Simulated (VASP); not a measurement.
A run of VASP 6.6.1 is set up as follows.

INCAR

```
SYSTEM = SnO2
  ALGO = Normal
  EDIFF = 1E-6
  ENCUT = 520
  GGA = PE
  ISIF = 2
  ISMEAR = 0
  LASPH = .TRUE.
  LCHARG = .FALSE.
  LREAL = .FALSE.
  LWAVE = .FALSE.
  NBANDS = 35
  NELM = 80
  PREC = Accurate
  SIGMA = 0.05
```

Contents of KPOINTS:

```
k-points
0
G
  6 6 8
  0 0 0
```

File POSCAR:

```
SnO2
1.0
    4.8265176357      0.0000000000      0.0000000000
    0.0000000000      4.8283676035      0.0000000000
    0.0000000000      0.0000000000      3.2381666599
Sn O
2 4
Direct
    0.5000000000      0.5155332001      0.5000000000
    0.0000000000      0.0000000000      0.0000000000
    0.3064962475      0.3066616298      0.0000000000
    0.8064962475      0.1933383702      0.5000000000
    0.1935037525      0.8066616298      0.5000000000
    0.6935037525      0.6933383702      0.0000000000
```

Potentials or basis: VASP PAW PBE potentials, release 64 (Sn_d, O).

Command:

```bash
$ cat potpaw_PBE.64/Sn_d/POTCAR potpaw_PBE.64/O/POTCAR > POTCAR
$ mpirun -np 1 vasp_std > vasp.out
```

Task: What does it give for the largest force?

Result: 1.600 eV/Å.

Task: What does it give for the pressure?

Result: 0.9 GPa.

Task: What does it give for the band gap on the k mesh?

Result: 0.61 eV.

Stress tensor (GPa, compression positive):
```
 1.03 -0.31  0.00
-0.31  0.47  0.00
 0.00  0.00  1.12
```

Caveat: the cell differs from its parent crystal (atom 1 (Sn) moved +0.075 Å along Cartesian [0 1 0]); semilocal functionals underestimate gaps, and a narrow one can read as zero; spin-orbit coupling is left out, which moves the levels of the heavy elements; forces of over 1 eV/Å act on the atoms, so gaps and moduli don't describe the material at rest.
